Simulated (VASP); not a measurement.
# Sr3Zn2H (P4/mmm) in VASP: a series of runs, part 2 of 2

VASP 6.6.1.

## Step 3: Single point, PBE

This run uses another cell than the first one, of 38.30 Å³/atom.

The input, INCAR:

```
SYSTEM = Sr3Zn2H
ALGO = Normal
EDIFF = 1E-6
ENCUT = 520
GGA = PE
ISIF = 2
ISMEAR = 0
LASPH = .True.
LCHARG = .True.
LELF = .True.
LREAL = .False.
LVHAR = .True.
LWAVE = .False.
NBANDS = 36
NELM = 80
PREC = Accurate
SIGMA = 0.1
```

The input, KPOINTS:

```
k-points
0
Gamma
  4 4 4
  0 0 0
```

The input, POSCAR:

```
Sr3Zn2H
1.0
    7.0621395600      0.0000000000      0.0000000000
    0.0000000000      7.0621395600      0.0000000000
    0.0000000000      0.0000000000      4.6074190392
Sr Zn H
3 2 1
Direct
    0.0000000000      0.5000000000      0.0000000000
    0.5000000000      0.0000000000      0.0000000000
    0.0000000000      0.0000000000      0.0000000000
    0.5000000000      0.5000000000      0.5000000000
    0.5000000000      0.5000000000      0.0000000000
    0.0000000000      0.0000000000      0.5000000000
```

Potentials or basis: VASP PAW PBE potentials, release 64 (Sr_sv, Zn, H).

Launch:

```bash
$ cat potpaw_PBE.64/Sr_sv/POTCAR potpaw_PBE.64/Zn/POTCAR potpaw_PBE.64/H/POTCAR > POTCAR
$ mpirun -np 1 vasp_std > vasp.out
```

OUTCAR:

```text
SYSTEM = Sr3Zn2H
   EDIFF = 1E-6
   ENCUT = 520
   GGA = PE
   ISIF = 2
   ISMEAR = 0
   LASPH = .True.
   LREAL = .False.
   NELM = 80
   PREC = Accurate

 ion  position               nearest neighbor table
   1  0.000  0.500  0.000-   3 3.53   5 3.53   3 3.53   5 3.53   2 4.99   2 4.99   2 4.99   2 4.99

   2  0.500  0.000  0.000-   3 3.53   5 3.53   5 3.53   3 3.53   1 4.99   1 4.99   1 4.99   1 4.99

   3  0.000  0.000  0.000-   6 2.30   6 2.30   1 3.53   2 3.53   1 3.53   2 3.53
   4  0.500  0.500  0.500-   5 2.30   5 2.30
   5  0.500  0.500  0.000-   4 2.30   4 2.30   1 3.53   2 3.53   2 3.53   1 3.53
   6  0.000  0.000  0.500-   3 2.30   3 2.30

  LATTYP: Found a simple tetragonal cell.
 ALAT       =     7.0621395600
 C/A-ratio  =     0.6524112134

  Lattice vectors:

 A1 = (   7.0621395600,   0.0000000000,   0.0000000000)
 A2 = (   0.0000000000,   7.0621395600,   0.0000000000)
 A3 = (   0.0000000000,   0.0000000000,   4.6074190392)

Analysis of symmetry for initial positions (statically):
=====================================================================
 Subroutine PRICEL returns:
 Original cell was already a primitive cell.

 Routine SETGRP: Setting up the symmetry group for a
 simple tetragonal supercell.

 Subroutine GETGRP returns: Found 16 space group operations
 (whereof 16 operations were pure point group operations)
 out of a pool of 16 trial point group operations.

The static configuration has the point symmetry D_4h.

Analysis of symmetry for dynamics (positions and initial velocities):
=====================================================================
 Subroutine PRICEL returns:
 Original cell was already a primitive cell.

 Routine SETGRP: Setting up the symmetry group for a
 simple tetragonal supercell.

 Subroutine GETGRP returns: Found 16 space group operations
 (whereof 16 operations were pure point group operations)
 out of a pool of 16 trial point group operations.

The dynamic configuration has the point symmetry D_4h.

 Subroutine INISYM returns: Found 16 space group operations
 (whereof 16 operations are pure point group operations),
 and found     1 'primitive' translations

----------------------------------------------------------------------------------------

                                     Primitive cell

  volume of cell :     229.7896

  direct lattice vectors                    reciprocal lattice vectors
     7.062139560  0.000000000  0.000000000     0.141600147  0.000000000  0.000000000
     0.000000000  7.062139560  0.000000000     0.000000000  0.141600147  0.000000000
     0.000000000  0.000000000  4.607419039     0.000000000  0.000000000  0.217041253

  length of vectors
     7.062139560  7.062139560  4.607419039     0.141600147  0.141600147  0.217041253

  position of ions in fractional coordinates (direct lattice)
     0.000000000  0.500000000  0.000000000
     0.500000000  0.000000000  0.000000000
     0.000000000  0.000000000  0.000000000
     0.500000000  0.500000000  0.500000000
     0.500000000  0.500000000  0.000000000
     0.000000000  0.000000000  0.500000000

  ion indices of the primitive-cell ions
   primitive index   ion index
[... 32 lines left out ...]

 Following reciprocal coordinates:
            Coordinates               Weight
  0.000000  0.000000  0.000000      1.000000
  0.250000  0.000000  0.000000      4.000000
  0.500000  0.000000  0.000000      2.000000
  0.250000  0.250000  0.000000      4.000000
  0.500000  0.250000  0.000000      4.000000
  0.500000  0.500000  0.000000      1.000000
[... 10 lines left out ...]
  0.500000  0.250000  0.500000      4.000000
  0.500000  0.500000  0.500000      1.000000
   k-points           NKPTS =     18   k-points in BZ     NKDIM =     18   number of bands    NBANDS=     36
   number of dos      NEDOS =    301   number of ions     NIONS =      6
   total plane-waves  NPLWV = 104976
   dimension x,y,z NGX =    54 NGY =   54 NGZ =   36
   dimension x,y,z NGXF=   108 NGYF=  108 NGZF=   72
   ions per type =               3   2   1
   NGX,Y,Z   is equivalent  to a cutoff of  12.71, 12.71, 12.99 a.u.
   NGXF,Y,Z  is equivalent  to a cutoff of  25.42, 25.42, 25.98 a.u.
 SYSTEM =  Sr3Zn2H
   PREC   = accura    normal or accurate (medium, high low for compatibility)
   ISTART =      0    job   : 0-new  1-cont  2-samecut
   ICHARG =      2    charge: 1-file 2-atom 10-const
   ISPIN  =      1    spin polarized calculation?
   LNONCOLLINEAR =      F non collinear calculations
   LSORBIT =      F    spin-orbit coupling
   LASPH  =      T    aspherical Exc in radial PAW
   ENCUT  =  520.0 eV  38.22 Ry    6.18 a.u.  13.13 13.13  8.57*2*pi/ulx,y,z
   NELM   =     80;   NELMIN=  2; NELMDL= -5     # of ELM steps
   EDIFF  = 0.1E-05   stopping-criterion for ELM
   LREAL  =      F    real-space projection
   EDIFFG = 0.1E-04   stopping-criterion for IOM
   NSW    =      0    number of steps for IOM
   IBRION =     -1    ionic relax: 0-MD 1-quasi-New 2-CG
   NFREE  =      0    steps in history (QN), initial steepest desc. (CG)
   ISIF   =      2    stress and relaxation
   ISYM   =      2    0-nonsym 1-usesym 2-fastsym
   POTIM  = 0.5000    time-step for ionic-motion
   TEBEG  =    0.0;   TEEND  =   0.0 temperature during run
   PSTRESS=    0.0 pullay stress
   NELECT =      55.0000    total number of electrons
   NUPDOWN=      -1.0000    fix difference up-down
   EMIN   =  10.00;   EMAX   =-10.00  energy-range for DOS
   EFERMI =   0.00;   METHOD = LEGACY
   ISMEAR =     0;   SIGMA  =   0.10  broadening in eV -4-tet -1-fermi 0-gaus
   EFERMI_NEDOS =   21; number of points for ismear=-14 and -15
   IALGO  =     38    algorithm
   IMIX   =      4    mixing-type and parameters
     AMIX     =   0.40;   BMIX     =  1.00
     AMIX_MAG =   1.60;   BMIX_MAG =  1.00
  volume/ion in A,a.u.               =      38.30       258.45
  Fermi-wavevector in a.u.,A,eV,Ry     =   1.016449  1.920810 14.057114  1.033169
  Thomas-Fermi vector in A             =   2.149793
   LORBIT       =      0    0 simple, 1 ext, 2 COOP (PROOUT), +10 PAW based schemes
   GGA     = PE    functional components
   LHFCALC =     F    Hartree Fock is set to
   AEXX    =    0.0000 exact exchange contribution
   IVDW    =     0    specifies the selected vdW correction
   LEPSILON=     F    determine dielectric tensor
   LRPA    =     F    only Hartree local field effects (RPA)
 non-spin polarized calculation
 Gauss-broadening in eV      SIGMA  =   0.10
  energy-cutoff  :      520.00
  volume of cell :      229.79
 maximum number of plane-waves:      6236
 NGX is ok and might be reduce to    54
   NGX = 27   NGY = 27   NGZ = 17

 number of electron      54.9999962 magnetization

 Free energy of the ion-electron system (eV)
  ---------------------------------------------------
  ext. energy  EPLUGINS =         0.00000000
  ---------------------------------------------------
  free energy    TOTEN  =        -8.36422024 eV

  energy without entropy =       -8.33670671  energy(sigma->0) =       -8.35046347

 E-fermi :   1.1158     XC(G=0):  -7.4685

 val. band max:        1.1117465938   @ k =   0.5000   0.2500   0.5000
 cond. band min:       1.1167437623   @ k =   0.0000   0.0000   0.2500
 fundamental gap:      0.0049971685
 Fermi energy:         1.1157676312

 k-point     1 :       0.0000    0.0000    0.0000
  band No.  band energies     occupation
      1     -36.0300      2.00000
      2     -36.0276      2.00000
      3     -35.1753      2.00000
      4     -18.1910      2.00000
      5     -18.1910      2.00000
      6     -18.0115      2.00000
[... 691 lines left out ...]
     35       3.1491      0.00000
     36       3.4141      0.00000

------------------------ aborting loop because EDIFF is reached ----------------------------------------

  FORCE on cell =-STRESS in cart. coord.  units (eV):
  Direction    XX          YY          ZZ          XY          YZ          ZX
  --------------------------------------------------------------------------------------
  -------------------------------------------------------------------------------------
  Total        0.3134511      0.3134511      0.7541289      0.0000000      0.0000000      0.0000000
  in kB        2.1854963      2.1854963      5.2580640      0.0000000      0.0000000      0.0000000
  external PRESSURE =       3.2096855 kB  Pullay stress =       0.0000000 kB

 VOLUME and BASIS-vectors are now :
 -----------------------------------------------------------------------------
  energy-cutoff  :      520.00
  volume of cell :      229.79
      direct lattice vectors                 reciprocal lattice vectors
     7.062139560  0.000000000  0.000000000     0.141600147  0.000000000  0.000000000
     0.000000000  7.062139560  0.000000000     0.000000000  0.141600147  0.000000000
     0.000000000  0.000000000  4.607419039     0.000000000  0.000000000  0.217041253

 POSITION                                       TOTAL-FORCE (eV/Angst)
 -----------------------------------------------------------------------------------
      0.00000      3.53107      0.00000         0.000000      0.000000      0.000000
      3.53107      0.00000      0.00000         0.000000      0.000000      0.000000
      0.00000      0.00000      0.00000         0.000000      0.000000      0.000000
      3.53107      3.53107      2.30371         0.000000      0.000000      0.000000
      3.53107      3.53107      0.00000         0.000000      0.000000      0.000000
      0.00000      0.00000      2.30371         0.000000      0.000000      0.000000
 -----------------------------------------------------------------------------------
    total drift:                                0.000000      0.000000      0.000000

  FREE ENERGIE OF THE ION-ELECTRON SYSTEM (eV)
  ---------------------------------------------------
  free  energy   TOTEN  =        -8.3642202357 eV

  energy  without entropy=       -8.3367067084  energy(sigma->0) =       -8.35046347
```

Wall time 7.2 min (1 thread of Oxide Virtual Turin-like, shared host); peak memory 0.36 GiB.

What came out:

```
Free energy            : -8.3642 eV
Pressure               : 0.3 GPa
Band gap on the k mesh : zero (an odd number of electrons rules out a gap without spin polarisation)
```

Stress tensor (GPa, compression positive):
```
0.22 0.00 0.00
0.00 0.22 0.00
0.00 0.00 0.53
```

Levels at points of the mesh, in eV from the Fermi level:
```
           k point  band 25  band 26  band 27  band 28  band 29  band 30
(0.00, 0.00, 0.00)    -1.16    -0.85    -0.85    -0.52    -0.16     0.45
(0.50, 0.00, 0.00)    -1.97    -1.08    -0.68     0.14     0.29     0.49
(0.50, 0.50, 0.00)    -2.19    -2.19     0.06     0.18     0.72     0.72
(0.00, 0.00, 0.50)    -2.23    -1.10    -0.25    -0.25     0.19     0.35
(0.50, 0.00, 0.50)    -2.38    -1.30     0.05     0.20     0.47     0.57
(0.50, 0.50, 0.50)    -2.36    -0.68    -0.68    -0.11    -0.11     0.22
```
